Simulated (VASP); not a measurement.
Input of a VASP 6.6.1 run:

The input POSCAR:

```
V
1.0
    0.0000000000      1.8478922793      1.8478922793
    1.8478922793      0.0000000000      1.8478922793
    1.8478922793      1.8478922793      0.0000000000
V
1
Direct
    0.0000000000      0.0000000000      0.0000000000
```

File INCAR.step1:

```
SYSTEM = V
PREC = Accurate
ENCUT = 520
ISMEAR = -1
SIGMA = 0.05
LREAL = .False.
LASPH = .True.
NELM = 150
ISPIN = 2
MAGMOM = 1
LMAXMIX = 4
NBANDS = 16
GGA = PE
ALGO = Normal
EDIFF = 1E-4
LWAVE = .True.
LCHARG = .False.
```

The input INCAR.step2:

```
SYSTEM = V
PREC = Accurate
ENCUT = 520
EDIFF = 1E-6
ISMEAR = -1
SIGMA = 0.05
LREAL = .False.
LASPH = .True.
NELM = 150
ALGO = Normal
ISIF = 2
LWAVE = .False.
LCHARG = .False.
ISPIN = 2
MAGMOM = 1
LORBIT = 11
LMAXMIX = 4
METAGGA = R2SCAN
LMIXTAU = .True.
NBANDS = 16
ISTART = 1
```

File KPOINTS:

```
Automatic mesh
0
Gamma
  16 16 16
  0 0 0
```

Potentials or basis: VASP PAW PBE potentials, release 64 (V_sv).

Run with:

```sh
$ cat potpaw_PBE.64/V_sv/POTCAR > POTCAR
$ cp INCAR.step1 INCAR
$ mpirun -np 1 vasp_std > vasp.out
$ cp INCAR.step2 INCAR
$ mpirun -np 1 vasp_std > vasp.out
```

(1) Predict the pressure.

(2) Predict the net moment.

## Answers

(1) 19.3 GPa.

(2) 0.00 μB per cell.

Caveat: the cell stands under pressure; the moments typed at the start vanished in this run; the PAW data sets were made with another functional, which shifts forces and pressure a little.
